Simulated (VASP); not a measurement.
# MoS2 (P1) in VASP: single point with PBEsol

Aim: the single point of MoS2 with PBEsol.

Everything below comes from runs of VASP 6.6.1. Logs are shortened: lines on timing, memory, paths and dates and some standing lists are left out, and cuts for length are marked.

## (1) The cell of the first run

The typed cell holds 12 atoms: a = 12.734 Å, b = 6.396 Å, c = 6.368 Å, α = 128.35°, β = 76.68°, γ = 127.26°.

## (2) Single point, PBEsol

Contents of INCAR:

```
SYSTEM = MoS2
ALGO = Normal
EDIFF = 1E-6
ENCUT = 520
GGA = PS
ISIF = 2
ISMEAR = -1
LASPH = .TRUE.
LCHARG = .FALSE.
LREAL = .FALSE.
LWAVE = .FALSE.
NBANDS = 64
NELM = 100
PREC = Accurate
SIGMA = 0.05
```

Contents of KPOINTS:

```
k-points
0
G
  4 4 4
  0 0 0
```

Contents of POSCAR:

```
MoS2
1.0
   -5.5332833254      9.9885736336      5.6360924299
    2.7953584576     -4.9963857080      2.8503675609
    2.7654097415      4.9945367466     -2.8222147118
Mo S
4 8
Direct
    0.3784303149      0.7652544422     -0.0014545772
    0.1281391205      0.2651970655     -0.0020975007
    0.8783510554      0.7651992833     -0.0016588034
    0.6279964375      0.2652802635     -0.0022996320
    0.4473176991      0.7733939828      0.6415040941
    0.0589846493      0.2566917829      0.3547271120
    0.3109350061      0.2740739338      0.8682817544
    0.1956490572      0.7564096554      0.1282313181
    0.9475127446      0.7736742737      0.6415031146
    0.5591021763      0.2571554491      0.3547513052
    0.8107201452      0.2738786436      0.8680113952
    0.6956082345      0.7565641088      0.1279534752
```

Potentials or basis: VASP PAW PBE potentials, release 64 (Mo_sv, S).

On the command line:

```
$ cat potpaw_PBE.64/Mo_sv/POTCAR potpaw_PBE.64/S/POTCAR > POTCAR
$ mpirun -np 1 vasp_std > vasp.out
```

OUTCAR:

```text
SYSTEM = MoS2
   EDIFF = 1E-6
   ENCUT = 520
   GGA = PS
   ISIF = 2
   ISMEAR = -1
   LASPH = .TRUE.
   LREAL = .FALSE.
   NELM = 100
   PREC = Accurate

 ion  position               nearest neighbor table
   1  0.378  0.765  0.999-   5 2.26   8 2.26   7 2.26  10 2.26   2 2.83   4 2.83
   2  0.128  0.265  0.998-   7 2.26   6 2.26   8 2.26   9 2.26   1 2.83   3 2.83
   3  0.878  0.765  0.998-  12 2.26   9 2.26   6 2.26  11 2.26   4 2.83   2 2.83
   4  0.628  0.265  0.998-  11 2.26  10 2.26  12 2.26   5 2.26   3 2.83   1 2.83
   5  0.447  0.773  0.642-   1 2.26   4 2.26
   6  0.059  0.257  0.355-   2 2.26   3 2.26
   7  0.311  0.274  0.868-   2 2.26   1 2.26
   8  0.196  0.756  0.128-   1 2.26   2 2.26
   9  0.948  0.774  0.642-   3 2.26   2 2.26
  10  0.559  0.257  0.355-   4 2.26   1 2.26
  11  0.811  0.274  0.868-   4 2.26   3 2.26
  12  0.696  0.757  0.128-   3 2.26   4 2.26

  LATTYP: Found a triclinic cell.
 ALAT       =    10.1024230812
 B/A-ratio  =     0.5504461382
 C/A-ratio  =     1.1364847647
 COS(alpha) =     0.0046023148
 COS(beta)  =     0.2954017598
 COS(gamma) =     0.8226011885

  Lattice vectors:

 A1 = (  -8.3261779406,  -4.9926877852,   2.7940618627)
 A2 = (  -5.5607681991,   0.0018489614,  -0.0281528491)
 A3 = (  -0.0274848737,  -9.9867246722,  -5.6642452790)

Analysis of symmetry for initial positions (statically):
=====================================================================
 Subroutine PRICEL returns:
 Original cell was already a primitive cell.

 Routine SETGRP: Setting up the symmetry group for a
 triclinic supercell.

 Subroutine GETGRP returns: Found  1 space group operations
 (whereof  1 operations were pure point group operations)
 out of a pool of  2 trial point group operations.

The static configuration has the point symmetry C_1 .

Analysis of symmetry for dynamics (positions and initial velocities):
=====================================================================
 Subroutine PRICEL returns:
 Original cell was already a primitive cell.

 Routine SETGRP: Setting up the symmetry group for a
 triclinic supercell.

 Subroutine GETGRP returns: Found  1 space group operations
 (whereof  1 operations were pure point group operations)
 out of a pool of  2 trial point group operations.

The dynamic configuration has the point symmetry C_1 .

 Subroutine INISYM returns: Found  1 space group operations
 (whereof  1 operations are pure point group operations),
 and found     1 'primitive' translations

----------------------------------------------------------------------------------------

                                     Primitive cell

  volume of cell :     314.8469

  direct lattice vectors                    reciprocal lattice vectors
    -5.533283325  9.988573634  5.636092430    -0.000430026  0.050092711  0.088228825
     2.795358458 -4.996385708  2.850367561     0.178942736  0.000095312  0.175509689
     2.765409742  4.994536747 -2.822214712     0.179868989  0.100133708 -0.000874158

  length of vectors
    12.733984666  6.395505788  6.368499370     0.101458318  0.250647487  0.205864948

  position of ions in fractional coordinates (direct lattice)
     0.378430315  0.765254442  0.998545423
     0.128139121  0.265197065  0.997902499
     0.878351055  0.765199283  0.998341197
     0.627996438  0.265280264  0.997700368
     0.447317699  0.773393983  0.641504094
     0.058984649  0.256691783  0.354727112
     0.310935006  0.274073934  0.868281754
     0.195649057  0.756409655  0.128231318
     0.947512745  0.773674274  0.641503115
     0.559102176  0.257155449  0.354751305
     0.810720145  0.273878644  0.868011395
     0.695608234  0.756564109  0.127953475

  ion indices of the primitive-cell ions
   primitive index   ion index
                 1           1
                 2           2
                 3           3
                 4           4
                 5           5
                 6           6
                 7           7
                 8           8
                 9           9
                10          10
                11          11
                12          12

----------------------------------------------------------------------------------------

 KPOINTS: k-points

Automatic generation of k-mesh.
 Grid dimensions read from file:
 generate k-points for:    4    4    4

 Generating k-lattice:

  Cartesian coordinates                     Fractional coordinates (reciprocal lattice)
    -0.000107506  0.012523178  0.022057206     0.250000000  0.000000000  0.000000000
     0.044735684  0.000023828  0.043877422    -0.000000000  0.250000000  0.000000000
     0.044967247  0.025033427 -0.000218540     0.000000000 -0.000000000  0.250000000

  Length of vectors
     0.025364579  0.062661872  0.051466237

  Shift w.r.t. Gamma in fractional coordinates (k-lattice)
     0.000000000  0.000000000  0.000000000

 Subroutine IBZKPT returns following result:
 ===========================================

 Found     36 irreducible k-points:

 Following reciprocal coordinates:
            Coordinates               Weight
  0.000000  0.000000  0.000000      1.000000
  0.250000  0.000000  0.000000      2.000000
  0.500000  0.000000  0.000000      1.000000
  0.000000  0.250000  0.000000      2.000000
  0.250000  0.250000  0.000000      2.000000
  0.500000  0.250000  0.000000      2.000000
[... 16 lines left out ...]
  0.000000 -0.250000  0.250000      2.000000
  0.250000 -0.250000  0.250000      2.000000
 [... further k-points ...]
   k-points           NKPTS =     36   k-points in BZ     NKDIM =     36   number of bands    NBANDS=     64
   number of dos      NEDOS =    301   number of ions     NIONS =     12
   total plane-waves  NPLWV = 221184
   dimension x,y,z NGX =    96 NGY =   48 NGZ =   48
   dimension x,y,z NGXF=   192 NGYF=   96 NGZF=   96
   ions per type =               4   8
   NGX,Y,Z   is equivalent  to a cutoff of  12.53, 12.48, 12.53 a.u.
   NGXF,Y,Z  is equivalent  to a cutoff of  25.07, 24.95, 25.06 a.u.
 SYSTEM =  MoS2
   PREC   = accura    normal or accurate (medium, high low for compatibility)
   ISTART =      0    job   : 0-new  1-cont  2-samecut
   ICHARG =      2    charge: 1-file 2-atom 10-const
   ISPIN  =      1    spin polarized calculation?
   LNONCOLLINEAR =      F non collinear calculations
   LSORBIT =      F    spin-orbit coupling
   LASPH  =      T    aspherical Exc in radial PAW
   ENCUT  =  520.0 eV  38.22 Ry    6.18 a.u.  23.68 11.89 11.84*2*pi/ulx,y,z
   NELM   =    100;   NELMIN=  2; NELMDL= -5     # of ELM steps
   EDIFF  = 0.1E-05   stopping-criterion for ELM
   LREAL  =      F    real-space projection
   EDIFFG = 0.1E-04   stopping-criterion for IOM
   NSW    =      0    number of steps for IOM
   IBRION =     -1    ionic relax: 0-MD 1-quasi-New 2-CG
   NFREE  =      0    steps in history (QN), initial steepest desc. (CG)
   ISIF   =      2    stress and relaxation
   ISYM   =      2    0-nonsym 1-usesym 2-fastsym
   POTIM  = 0.5000    time-step for ionic-motion
   TEBEG  =    0.0;   TEEND  =   0.0 temperature during run
   PSTRESS=    0.0 pullay stress
   NELECT =     104.0000    total number of electrons
   NUPDOWN=      -1.0000    fix difference up-down
   EMIN   =  10.00;   EMAX   =-10.00  energy-range for DOS
   EFERMI =   0.00;   METHOD = LEGACY
   ISMEAR =    -1;   SIGMA  =   0.05  broadening in eV -4-tet -1-fermi 0-gaus
   EFERMI_NEDOS =   21; number of points for ismear=-14 and -15
   IALGO  =     38    algorithm
   IMIX   =      4    mixing-type and parameters
     AMIX     =   0.40;   BMIX     =  1.00
     AMIX_MAG =   1.60;   BMIX_MAG =  1.00
  volume/ion in A,a.u.               =      26.24       177.06
  Fermi-wavevector in a.u.,A,eV,Ry     =   1.131669  2.138545 17.424641  1.280675
  Thomas-Fermi vector in A             =   2.268369
   LORBIT       =      0    0 simple, 1 ext, 2 COOP (PROOUT), +10 PAW based schemes
   GGA     = PS    functional components
   LHFCALC =     F    Hartree Fock is set to
   AEXX    =    0.0000 exact exchange contribution
   IVDW    =     0    specifies the selected vdW correction
   LEPSILON=     F    determine dielectric tensor
   LRPA    =     F    only Hartree local field effects (RPA)
 non-spin polarized calculation
  energy-cutoff  :      520.00
  volume of cell :      314.85
 maximum number of plane-waves:      8505
 NGX is ok and might be reduce to    96
   NGX = 47   NGY = 23   NGZ = 23

 number of electron     103.9999999 magnetization

 Free energy of the ion-electron system (eV)
  ---------------------------------------------------
  ext. energy  EPLUGINS =         0.00000000
  ---------------------------------------------------
  free energy    TOTEN  =       -86.70653540 eV

  energy without entropy =      -86.66335417  energy(sigma->0) =      -86.68494478

 E-fermi :   3.0983     XC(G=0):  -8.8973

 val. band max:        3.0281491586   @ k =   0.0000   0.2500   0.2500
 cond. band min:       3.1077615252   @ k =   0.5000   0.2500   0.5000
 fundamental gap:      0.0796123666
 Fermi energy:         3.0982578166

 k-point     1 :       0.0000    0.0000    0.0000
  band No.  band energies     occupation
      1     -57.7093      2.00000
      2     -57.6694      2.00000
      3     -57.6690      2.00000
      4     -57.6287      2.00000
      5     -32.3127      2.00000
      6     -31.9739      2.00000
[... 56 lines left out ...]
     63       6.1813      0.00000
     64       6.1846      0.00000

 k-point     2 :       0.2500    0.0000    0.0000
  band No.  band energies     occupation
      1     -57.7062      2.00000
      2     -57.6846      2.00000
      3     -57.6538      2.00000
      4     -57.6318      2.00000
      5     -32.2845      2.00000
      6     -32.0809      2.00000
[... 56 lines left out ...]
     63       6.1803      0.00000
     64       6.4131      0.00000

 k-point     3 :       0.5000    0.0000    0.0000
  band No.  band energies     occupation
      1     -57.6976      2.00000
      2     -57.6975      2.00000
      3     -57.6407      2.00000
      4     -57.6406      2.00000
      5     -32.2036      2.00000
      6     -32.2035      2.00000
[... 1396 lines left out ...]
     63       6.4319      0.00000
     64       6.5099      0.00000

 k-point    24 :       0.2500   -0.2500    0.2500
  band No.  band energies     occupation
      1     -57.7062      2.00000
      2     -57.6846      2.00000
      3     -57.6538      2.00000
      4     -57.6318      2.00000
      5     -32.2845      2.00000
      6     -32.0809      2.00000
[... 56 lines left out ...]
     63       6.2448      0.00000
     64       6.4660      0.00000

 [... further k-points ...]

------------------------ aborting loop because EDIFF is reached ----------------------------------------

  FORCE on cell =-STRESS in cart. coord.  units (eV):
  Direction    XX          YY          ZZ          XY          YZ          ZX
  --------------------------------------------------------------------------------------
  -------------------------------------------------------------------------------------
  Total       -0.0841710     -0.0528060      0.0073039      0.0025406      0.0001489      0.0040404
  in kB       -0.4283250     -0.2687167      0.0371677      0.0129282      0.0007575      0.0205604
  external PRESSURE =      -0.2199580 kB  Pullay stress =       0.0000000 kB

 VOLUME and BASIS-vectors are now :
 -----------------------------------------------------------------------------
  energy-cutoff  :      520.00
  volume of cell :      314.85
      direct lattice vectors                 reciprocal lattice vectors
    -5.533283325  9.988573634  5.636092430    -0.000430026  0.050092711  0.088228825
     2.795358458 -4.996385708  2.850367561     0.178942736  0.000095312  0.175509689
     2.765409742  4.994536747 -2.822214712     0.179868989  0.100133708 -0.000874158

 POSITION                                       TOTAL-FORCE (eV/Angst)
 -----------------------------------------------------------------------------------
      2.80659      4.94374      1.49602         0.000482     -0.000256     -0.000055
      2.79190      4.93896     -1.33818         0.000167     -0.001035     -0.000425
      0.03966      9.93650      4.31403        -0.000190      0.000631      0.000408
      0.02572      9.93040      1.47987         0.000042      0.000154     -0.000054
      1.46080      3.80791      2.91512        -0.000774     -0.002569      0.000387
      1.37213      1.07834      0.06299         0.000778      0.002390     -0.000686
      1.44680      6.07308      0.08319        -0.001262      0.002765      0.000133
      1.38647     -1.18460      2.89685         0.000582     -0.002411     -0.000055
     -1.30614      8.80274      5.73507        -0.000435     -0.002213      0.000165
     -1.39380      6.07160      2.88295         0.000444      0.002289     -0.000437
     -1.31995     11.06485      2.90023        -0.000640      0.002585      0.000866
     -1.38029      3.80712      5.71589         0.000806     -0.002330     -0.000247
 -----------------------------------------------------------------------------------
    total drift:                                0.000700     -0.000025      0.000329

  FREE ENERGIE OF THE ION-ELECTRON SYSTEM (eV)
  ---------------------------------------------------
  free  energy   TOTEN  =       -86.7065353951 eV

  energy  without entropy=      -86.6633541669  energy(sigma->0) =      -86.68494478
```

It took 45 min on 1 thread of Oxide Virtual Turin-like, shared host; peak memory 0.8 GiB.

What came out:

```
Free energy            : -86.7065 eV
Pressure               : 0.0 GPa
Largest force          : 0.003 eV/Å
Band gap on the k mesh : zero (filled and empty bands touch)
```

Forces in eV/Å, atoms in the order of the input:
```
Mo   0.000  0.000  0.000
Mo   0.000 -0.001  0.000
Mo   0.000  0.001  0.000
Mo   0.000  0.000  0.000
S   -0.001 -0.003  0.000
S    0.001  0.002 -0.001
S   -0.001  0.003  0.000
S    0.001 -0.002  0.000
S    0.000 -0.002  0.000
S    0.000  0.002  0.000
S   -0.001  0.003  0.001
S    0.001 -0.002  0.000
```

Levels at points of the mesh, in eV from the Fermi level:
```
           k point  band 48  band 49  band 50  band 51  band 52  band 53  band 54  band 55  band 56  band 57
(0.00, 0.00, 0.00)    -2.06    -0.34    -0.29    -0.28    -0.18     0.28     1.09     1.09     1.36     1.52
(0.50, 0.00, 0.00)    -2.14    -0.33    -0.33    -0.23    -0.23     0.59     0.59     1.28     1.28     1.60
(0.00, 0.50, 0.00)    -1.24    -0.68    -0.28    -0.28    -0.17     0.09     1.29     1.42     1.42     1.69
(0.50, 0.50, 0.00)    -1.82    -0.54    -0.54    -0.07    -0.07     0.69     0.69     1.34     1.34     1.65
(0.00, 0.00, 0.50)    -1.24    -0.68    -0.29    -0.29    -0.17     0.09     1.29     1.42     1.42     1.70
(0.50, 0.00, 0.50)    -1.80    -0.54    -0.54    -0.07    -0.07     0.68     0.68     1.35     1.35     1.65
(0.00, 0.50, 0.50)    -1.54    -0.77    -0.29    -0.29    -0.28     0.02     1.09     1.09     1.52     1.52
(0.50, 0.50, 0.50)    -1.85    -0.54    -0.54    -0.28    -0.28     0.53     0.53     1.29     1.29     1.53
```

Caveat: the PAW data sets were made with another functional, which shifts forces and pressure a little.

The gap in the log of VASP goes by the Fermi energy; the results here count the filled bands.